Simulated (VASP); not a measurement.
# Pd (Fm-3m) in VASP: single point with PBE

Aim: the single point of Pd with PBE.

All numbers are computed with VASP 6.6.1; they aren't measurements. Logs are shortened: lines on timing, memory, paths and dates and some standing lists are left out, and cuts for length are marked.

## Step 1: The cell of the first run

The structure is cubic, space group Fm-3m (No. 225). Conventional cell: a = 3.893 Å, b = 3.893 Å, c = 3.893 Å, α = 90.00°, β = 90.00°, γ = 90.00°. Pd (site symmetry m-3m) has 12 Pd at 2.75 Å within 3.6 Å.

## Step 2: Single point, PBE

The input, INCAR:

```
SYSTEM = Pd
PREC = Accurate ; ENCUT = 500
EDIFF = 1E-6 ; ISMEAR = 1
SIGMA = 0.1 ; LREAL = .FALSE.
LASPH = .TRUE. ; NELM = 120
ALGO = Normal ; ISIF = 2
LWAVE = .FALSE. ; LCHARG = .TRUE.
GGA = PE ; LELF = .TRUE.
LVHAR = .TRUE. ; NBANDS = 11
GGA_COMPAT = .FALSE.
```

The input, KPOINTS:

```
Automatic mesh
0
G
  17 17 17
  0 0 0
```

The input, POSCAR:

```
Pd
1.0
    2.7527670000      0.0000000000      0.0000000000
    1.3763835000      2.3839661527      0.0000000000
    1.3763835000      0.7946553842      2.2476248436
Pd
1
Direct
    0.0000000000      0.0000000000      0.0000000000
```

Potentials or basis: VASP PAW PBE potentials, release 64 (Pd).

Command:

```sh
> cat potpaw_PBE.64/Pd/POTCAR > POTCAR
> mpirun -np 1 vasp_std > vasp.out
```

OUTCAR:

```text
SYSTEM = Pd
   PREC = Accurate
   ENCUT = 500
   EDIFF = 1E-6
   ISMEAR = 1
   LREAL = .FALSE.
   LASPH = .TRUE.
   NELM = 120
   ISIF = 2
   GGA = PE

 ion  position               nearest neighbor table
   1  0.000  0.000  0.000-

  LATTYP: Found a face centered cubic cell.
 ALAT       =     3.8930004255

  Lattice vectors:

 A1 = (   2.7527670000,   0.0000000000,   0.0000000000)
 A2 = (   1.3763835000,   2.3839661527,   0.0000000000)
 A3 = (   1.3763835000,   0.7946553842,   2.2476248436)

Analysis of symmetry for initial positions (statically):
=====================================================================
 Subroutine PRICEL returns:
 Original cell was already a primitive cell.

 Routine SETGRP: Setting up the symmetry group for a
 face centered cubic supercell.

 Subroutine GETGRP returns: Found 48 space group operations
 (whereof 48 operations were pure point group operations)
 out of a pool of 48 trial point group operations.

The static configuration has the point symmetry O_h .

Analysis of symmetry for dynamics (positions and initial velocities):
=====================================================================
 Subroutine PRICEL returns:
 Original cell was already a primitive cell.

 Routine SETGRP: Setting up the symmetry group for a
 face centered cubic supercell.

 Subroutine GETGRP returns: Found 48 space group operations
 (whereof 48 operations were pure point group operations)
 out of a pool of 48 trial point group operations.

The dynamic configuration has the point symmetry O_h .

 Subroutine INISYM returns: Found 48 space group operations
 (whereof 48 operations are pure point group operations),
 and found     1 'primitive' translations

----------------------------------------------------------------------------------------

                                     Primitive cell

  volume of cell :      14.7500

  direct lattice vectors                    reciprocal lattice vectors
     2.752767000  0.000000000  0.000000000     0.363270847 -0.209734521 -0.148304702
     1.376383500  2.383966153  0.000000000     0.000000000  0.419469043 -0.148304702
     1.376383500  0.794655384  2.247624844     0.000000000  0.000000000  0.444914107

  length of vectors
     2.752767000  2.752767000  2.752767000     0.444914107  0.444914107  0.444914107

  position of ions in fractional coordinates (direct lattice)
     0.000000000  0.000000000  0.000000000

  ion indices of the primitive-cell ions
   primitive index   ion index
                 1           1

----------------------------------------------------------------------------------------

 KPOINTS: Automatic mesh

Automatic generation of k-mesh.
 Grid dimensions read from file:
 generate k-points for:   17   17   17

 Generating k-lattice:

  Cartesian coordinates                     Fractional coordinates (reciprocal lattice)
     0.021368873 -0.012337325 -0.008723806     0.058823529  0.000000000  0.000000000
     0.000000000  0.024674650 -0.008723806     0.000000000  0.058823529 -0.000000000
     0.000000000  0.000000000  0.026171418     0.000000000  0.000000000  0.058823529

  Length of vectors
     0.026171418  0.026171418  0.026171418

  Shift w.r.t. Gamma in fractional coordinates (k-lattice)
     0.000000000  0.000000000  0.000000000

 Subroutine IBZKPT returns following result:
 ===========================================

 Found    165 irreducible k-points:

 Following reciprocal coordinates:
            Coordinates               Weight
  0.000000  0.000000  0.000000      1.000000
  0.058824 -0.000000  0.000000      8.000000
  0.117647  0.000000  0.000000      8.000000
  0.176471  0.000000  0.000000      8.000000
  0.235294  0.000000  0.000000      8.000000
  0.294118  0.000000  0.000000      8.000000
[... 16 lines left out ...]
 -0.176471  0.058824 -0.000000     24.000000
 -0.117647  0.058824 -0.000000     24.000000
 [... further k-points ...]
   k-points           NKPTS =    165   k-points in BZ     NKDIM =    165   number of bands    NBANDS=     11
   number of dos      NEDOS =    301   number of ions     NIONS =      1
   total plane-waves  NPLWV =   8000
   dimension x,y,z NGX =    20 NGY =   20 NGZ =   20
   dimension x,y,z NGXF=    40 NGYF=   40 NGZF=   40
   ions per type =               1
   NGX,Y,Z   is equivalent  to a cutoff of  12.08, 12.08, 12.08 a.u.
   NGXF,Y,Z  is equivalent  to a cutoff of  24.16, 24.16, 24.16 a.u.
 SYSTEM =  Pd
   PREC   = accura    normal or accurate (medium, high low for compatibility)
   ISTART =      0    job   : 0-new  1-cont  2-samecut
   ICHARG =      2    charge: 1-file 2-atom 10-const
   ISPIN  =      1    spin polarized calculation?
   LNONCOLLINEAR =      F non collinear calculations
   LSORBIT =      F    spin-orbit coupling
   LASPH  =      T    aspherical Exc in radial PAW
   ENCUT  =  500.0 eV  36.75 Ry    6.06 a.u.   5.02  5.02  5.02*2*pi/ulx,y,z
   NELM   =    120;   NELMIN=  2; NELMDL= -5     # of ELM steps
   EDIFF  = 0.1E-05   stopping-criterion for ELM
   LREAL  =      F    real-space projection
   EDIFFG = 0.1E-04   stopping-criterion for IOM
   NSW    =      0    number of steps for IOM
   IBRION =     -1    ionic relax: 0-MD 1-quasi-New 2-CG
   NFREE  =      0    steps in history (QN), initial steepest desc. (CG)
   ISIF   =      2    stress and relaxation
   ISYM   =      2    0-nonsym 1-usesym 2-fastsym
   POTIM  = 0.5000    time-step for ionic-motion
   TEBEG  =    0.0;   TEEND  =   0.0 temperature during run
   PSTRESS=    0.0 pullay stress
   NELECT =      10.0000    total number of electrons
   NUPDOWN=      -1.0000    fix difference up-down
   EMIN   =  10.00;   EMAX   =-10.00  energy-range for DOS
   EFERMI =   0.00;   METHOD = LEGACY
   ISMEAR =     1;   SIGMA  =   0.10  broadening in eV -4-tet -1-fermi 0-gaus
   EFERMI_NEDOS =   21; number of points for ismear=-14 and -15
   IALGO  =     38    algorithm
   IMIX   =      4    mixing-type and parameters
     AMIX     =   0.40;   BMIX     =  1.00
     AMIX_MAG =   1.60;   BMIX_MAG =  1.00
  volume/ion in A,a.u.               =      14.75        99.54
  Fermi-wavevector in a.u.,A,eV,Ry     =   1.438171  2.717748 28.141398  2.068334
  Thomas-Fermi vector in A             =   2.557167
   LORBIT       =      0    0 simple, 1 ext, 2 COOP (PROOUT), +10 PAW based schemes
   GGA     = PE    functional components
   LHFCALC =     F    Hartree Fock is set to
   AEXX    =    0.0000 exact exchange contribution
   IVDW    =     0    specifies the selected vdW correction
   LEPSILON=     F    determine dielectric tensor
   LRPA    =     F    only Hartree local field effects (RPA)
 non-spin polarized calculation
 Methfessel and Paxton  Order N= 1 SIGMA  =   0.10
  energy-cutoff  :      500.00
  volume of cell :       14.75
 maximum number of plane-waves:       385
   NGX =  9   NGY =  9   NGZ =  9

 number of electron      10.0000000 magnetization

 number of electron       9.9999999 magnetization

 Free energy of the ion-electron system (eV)
  ---------------------------------------------------
  ext. energy  EPLUGINS =         0.00000000
  ---------------------------------------------------
  free energy    TOTEN  =        -5.19946845 eV

  energy without entropy =       -5.19772316  energy(sigma->0) =       -5.19888668

 E-fermi :   9.7516     XC(G=0): -13.1866

 val. band max:        9.7462755685   @ k =   0.3529   0.2941  -0.0000
 cond. band min:       9.7702515983   @ k =  -0.4118   0.3529   0.0588
 fundamental gap:      0.0239760298
 Fermi energy:         9.7516014148

 k-point     1 :       0.0000    0.0000    0.0000
  band No.  band energies     occupation
      1       2.6433      2.00000
      2       6.9366      2.00000
      3       6.9366      2.00000
      4       6.9366      2.00000
      5       8.5476      2.00000
      6       8.5476      2.00000
      7      26.9753      0.00000
      8      31.7547      0.00000
      9      31.7547      0.00000
     10      31.7547      0.00000
     11      35.9884      0.00000

 k-point     2 :       0.0588   -0.0000    0.0000
  band No.  band energies     occupation
      1       2.7692      2.00000
      2       6.8917      2.00000
      3       6.9804      2.00000
      4       6.9804      2.00000
      5       8.5264      2.00000
      6       8.5264      2.00000
      7      27.1093      0.00000
      8      30.9140      0.00000
      9      31.8996      0.00000
     10      31.8996      0.00000
     11      36.0379      0.00000

 k-point     3 :       0.1176    0.0000    0.0000
  band No.  band energies     occupation
      1       3.1312      2.00000
      2       6.7830      2.00000
      3       7.0926      2.00000
      4       7.0926      2.00000
      5       8.4848      2.00000
      6       8.4848      2.00000
      7      27.3878      0.00000
      8      29.2669      0.00000
      9      32.3078      0.00000
     10      32.3078      0.00000
     11      36.4923      0.00000

 k-point     4 :       0.1765    0.0000    0.0000
  band No.  band energies     occupation
      1       3.6670      2.00000
      2       6.6964      2.00000
      3       7.2086      2.00000
      4       7.2086      2.00000
      5       8.4916      2.00000
      6       8.4916      2.00000
      7      26.7924      0.00000
      8      28.2414      0.00000
      9      32.8866      0.00000
     10      32.8866      0.00000
     11      35.8983      0.00000

 k-point     5 :       0.2353    0.0000    0.0000
  band No.  band energies     occupation
      1       4.2171      2.00000
      2       6.8160      2.00000
      3       7.2393      2.00000
      4       7.2393      2.00000
      5       8.6364      2.00000
      6       8.6364      2.00000
      7      24.8440      0.00000
      8      28.1027      0.00000
      9      33.3848      0.00000
     10      33.3848      0.00000
     11      35.5273      0.00000
[... 211 lines left out ...]
 k-point    21 :      -0.2941    0.0588   -0.0000
  band No.  band energies     occupation
      1       4.6722      2.00000
      2       7.0817      2.00000
      3       7.1882      2.00000
      4       7.4967      2.00000
      5       8.8122      2.00000
      6       9.4942      2.00165
      7      22.0272      0.00000
      8      27.4537      0.00000
      9      31.2438      0.00000
     10      33.9995      0.00000
     11      35.1628      0.00000

 k-point    22 :      -0.2353    0.0588    0.0000
  band No.  band energies     occupation
      1       4.4626      2.00000
      2       6.7868      2.00000
      3       7.2505      2.00000
      4       7.2898      2.00000
      5       8.4752      2.00000
      6       9.0609      2.00000
      7      24.2067      0.00000
      8      27.9340      0.00000
      9      31.8490      0.00000
     10      34.3399      0.00000
     11      35.0343      0.00000

 k-point    23 :      -0.1765    0.0588   -0.0000
  band No.  band energies     occupation
      1       3.9639      2.00000
      2       6.6012      2.00000
      3       7.2749      2.00000
      4       7.2908      2.00000
      5       8.3001      2.00000
      6       8.7633      2.00000
      7      26.2717      0.00000
      8      28.1457      0.00000
      9      31.8691      0.00000
     10      34.0837      0.00000
     11      34.6723      0.00000

 k-point    24 :      -0.1176    0.0588   -0.0000
  band No.  band energies     occupation
      1       3.4007      2.00000
      2       6.6736      2.00000
      3       7.1711      2.00000
      4       7.2022      2.00000
      5       8.3213      2.00000
      6       8.6178      2.00000
      7      27.5050      0.00000
      8      28.6364      0.00000
      9      31.5894      0.00000
     10      33.1610      0.00000
     11      36.0032      0.00000

 [... further k-points ...]
[... 5 lines left out ...]
  --------------------------------------------------------------------------------------
  -------------------------------------------------------------------------------------
  Total        0.6169267      0.6169267      0.6169267      0.0000000     -0.0000000     -0.0000000
  in kB       67.0117231     67.0117231     67.0117231      0.0000000     -0.0000000     -0.0000000
  external PRESSURE =      67.0117231 kB  Pullay stress =       0.0000000 kB

 VOLUME and BASIS-vectors are now :
 -----------------------------------------------------------------------------
  energy-cutoff  :      500.00
  volume of cell :       14.75
      direct lattice vectors                 reciprocal lattice vectors
     2.752767000  0.000000000  0.000000000     0.363270847 -0.209734521 -0.148304702
     1.376383500  2.383966153  0.000000000     0.000000000  0.419469043 -0.148304702
     1.376383500  0.794655384  2.247624844     0.000000000  0.000000000  0.444914107

 POSITION                                       TOTAL-FORCE (eV/Angst)
 -----------------------------------------------------------------------------------
      0.00000      0.00000      0.00000         0.000000     -0.000000      0.000000
 -----------------------------------------------------------------------------------
    total drift:                                0.000000      0.000000      0.000000

  FREE ENERGIE OF THE ION-ELECTRON SYSTEM (eV)
  ---------------------------------------------------
  free  energy   TOTEN  =        -5.1994684481 eV

  energy  without entropy=       -5.1977231568  energy(sigma->0) =       -5.19888668
```

Run time: 18 s. Hardware: 1 thread of Intel Xeon Platinum 8259CL at 2.50GHz (Skylake/Cascade Lake), shared host; peak memory 0.14 GiB.

Results:

```
Free energy            : -5.1995 eV
Pressure               : 6.7 GPa
Band gap on the k mesh : zero (band 5 reaches 10.04 eV, above the bottom of band 6 at 8.48 eV)
```
